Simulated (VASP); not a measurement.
# B2P3 (Pm-3m) in VASP: a series of runs, part 2 of 2

VASP 6.6.1.

## (3) Single point, PBE

This run uses another cell than the first one, of 17.98 Å³/atom, 1.408 times its volume.

INCAR

```
ALGO = Normal
EDIFF = 1E-6
ENCUT = 520
GGA = PE
ISIF = 2
ISMEAR = 0
LASPH = T
LCHARG = T
LELF = T
LREAL = F
LVHAR = T
LWAVE = F
NBANDS = 18
NELM = 80
PREC = Accurate
SIGMA = 0.1
```

KPOINTS

```
k-points
0
Gamma
  4 4 4
```

POSCAR

```
B2P3
1.0
    4.4801314700      0.0000000000      0.0000000000
    0.0000000000      4.4801314700      0.0000000000
    0.0000000000      0.0000000000      4.4801314700
B P
2 3
Direct
    0.0000000000      0.0000000000      0.0000000000
    0.5000000000      0.5000000000      0.5000000000
    0.5000000000      0.0000000000      0.0000000000
    0.0000000000      0.5000000000      0.0000000000
    0.0000000000      0.0000000000      0.5000000000
```

Potentials or basis: VASP PAW PBE potentials, release 64 (B, P).

Run with:

```console
> cat potpaw_PBE.64/B/POTCAR potpaw_PBE.64/P/POTCAR > POTCAR
> mpirun -np 1 vasp_std > vasp.out
```

OUTCAR:

```text
EDIFF = 1E-6
   ENCUT = 520
   GGA = PE
   ISIF = 2
   ISMEAR = 0
   LASPH = T
   LREAL = F
   NELM = 80
   PREC = Accurate

 ion  position               nearest neighbor table
   1  0.000  0.000  0.000-   3 2.24   4 2.24   5 2.24   5 2.24   4 2.24   3 2.24
   2  0.500  0.500  0.500-
   3  0.500  0.000  0.000-   1 2.24   1 2.24
   4  0.000  0.500  0.000-   1 2.24   1 2.24
   5  0.000  0.000  0.500-   1 2.24   1 2.24

  LATTYP: Found a simple cubic cell.
 ALAT       =     4.4801314700

  Lattice vectors:

 A1 = (   4.4801314700,   0.0000000000,   0.0000000000)
 A2 = (   0.0000000000,   4.4801314700,   0.0000000000)
 A3 = (   0.0000000000,   0.0000000000,   4.4801314700)

Analysis of symmetry for initial positions (statically):
=====================================================================
 Subroutine PRICEL returns:
 Original cell was already a primitive cell.

 Routine SETGRP: Setting up the symmetry group for a
 simple cubic supercell.

 Subroutine GETGRP returns: Found 48 space group operations
 (whereof 48 operations were pure point group operations)
 out of a pool of 48 trial point group operations.

The static configuration has the point symmetry O_h .

Analysis of symmetry for dynamics (positions and initial velocities):
=====================================================================
 Subroutine PRICEL returns:
 Original cell was already a primitive cell.

 Routine SETGRP: Setting up the symmetry group for a
 simple cubic supercell.

 Subroutine GETGRP returns: Found 48 space group operations
 (whereof 48 operations were pure point group operations)
 out of a pool of 48 trial point group operations.

[... 107 lines left out ...]
   EFERMI_NEDOS =   21; number of points for ismear=-14 and -15
   IALGO  =     38    algorithm
   IMIX   =      4    mixing-type and parameters
     AMIX     =   0.40;   BMIX     =  1.00
     AMIX_MAG =   1.60;   BMIX_MAG =  1.00
  volume/ion in A,a.u.               =      17.98       121.37
  Fermi-wavevector in a.u.,A,eV,Ry     =   1.008147  1.905121 13.828421  1.016360
  Thomas-Fermi vector in A             =   2.140996
   LORBIT       =      0    0 simple, 1 ext, 2 COOP (PROOUT), +10 PAW based schemes
   GGA     = PE    functional components
   LHFCALC =     F    Hartree Fock is set to
   AEXX    =    0.0000 exact exchange contribution
   IVDW    =     0    specifies the selected vdW correction
   LEPSILON=     F    determine dielectric tensor
   LRPA    =     F    only Hartree local field effects (RPA)
 non-spin polarized calculation
 Gauss-broadening in eV      SIGMA  =   0.10
  energy-cutoff  :      520.00
  volume of cell :       89.92
 maximum number of plane-waves:      2469
 NGX is ok and might be reduce to    36
   NGX = 17   NGY = 17   NGZ = 17

 number of electron      20.9999998 magnetization

 Free energy of the ion-electron system (eV)
  ---------------------------------------------------
  ext. energy  EPLUGINS =         0.00000000
  ---------------------------------------------------
  free energy    TOTEN  =       -20.96465083 eV

  energy without entropy =      -20.93639184  energy(sigma->0) =      -20.95052133

 E-fermi :   3.8607     XC(G=0):  -9.7030

 val. band max:        3.8460908143   @ k =   0.5000   0.2500   0.0000
 cond. band min:       3.8746193432   @ k =   0.5000   0.2500   0.0000
 fundamental gap:      0.0285285289
 Fermi energy:         3.8606895585

 k-point     1 :       0.0000    0.0000    0.0000
  band No.  band energies     occupation
      1      -9.1858      2.00000
      2      -4.1880      2.00000
      3      -4.1880      2.00000
      4      -1.4152      2.00000
      5      -1.4152      2.00000
      6      -1.4152      2.00000
[... 187 lines left out ...]
      5      -0.7887      2.00000
      6      -0.1657      2.00000
[... 10 lines left out ...]
     17       7.6196      0.00000
     18       7.6196      0.00000

------------------------ aborting loop because EDIFF is reached ----------------------------------------

  FORCE on cell =-STRESS in cart. coord.  units (eV):
  Direction    XX          YY          ZZ          XY          YZ          ZX
  --------------------------------------------------------------------------------------
  -------------------------------------------------------------------------------------
  Total       -9.2230336     -9.2230336     -9.2230336     -0.0000000     -0.0000000      0.0000000
  in kB     -164.3281995   -164.3281995   -164.3281995     -0.0000000     -0.0000000      0.0000000
  external PRESSURE =    -164.3281995 kB  Pullay stress =       0.0000000 kB

 VOLUME and BASIS-vectors are now :
 -----------------------------------------------------------------------------
  energy-cutoff  :      520.00
  volume of cell :       89.92
      direct lattice vectors                 reciprocal lattice vectors
     4.480131470  0.000000000  0.000000000     0.223207735  0.000000000  0.000000000
     0.000000000  4.480131470  0.000000000     0.000000000  0.223207735  0.000000000
     0.000000000  0.000000000  4.480131470     0.000000000  0.000000000  0.223207735

 POSITION                                       TOTAL-FORCE (eV/Angst)
 -----------------------------------------------------------------------------------
      0.00000      0.00000      0.00000         0.000000      0.000000      0.000000
      2.24007      2.24007      2.24007         0.000000      0.000000      0.000000
      2.24007      0.00000      0.00000         0.000000      0.000000      0.000000
      0.00000      2.24007      0.00000         0.000000      0.000000      0.000000
      0.00000      0.00000      2.24007         0.000000      0.000000      0.000000
 -----------------------------------------------------------------------------------
    total drift:                               -0.000000      0.000000     -0.000000

  FREE ENERGIE OF THE ION-ELECTRON SYSTEM (eV)
  ---------------------------------------------------
  free  energy   TOTEN  =       -20.9646508286 eV

  energy  without entropy=      -20.9363918364  energy(sigma->0) =      -20.95052133
```

Run time: 7.5 s. Hardware: 1 thread of Intel Xeon 6975P-C (Granite Rapids), shared host; peak memory 0.2 GiB.

What came out:

```yaml
Free_energy: -20.9647 eV
Pressure: -16.4 GPa
```

Levels at points of the mesh, in eV from the Fermi level:
| k point | band 8 | band 9 | band 10 | band 11 | band 12 | band 13 |
| --- | --- | --- | --- | --- | --- | --- |
| (0.00, 0.00, 0.00) | -0.61 | 0.02 | 0.02 | 0.02 | 0.70 | 0.70 |
| (0.50, 0.00, 0.00) | -1.54 | -1.54 | -0.48 | 0.55 | 0.96 | 0.96 |
| (0.50, 0.50, 0.00) | -1.29 | -1.08 | -0.78 | -0.78 | 1.06 | 1.63 |
| (0.50, 0.50, 0.50) | -4.03 | 1.75 | 1.75 | 2.82 | 2.82 | 2.82 |
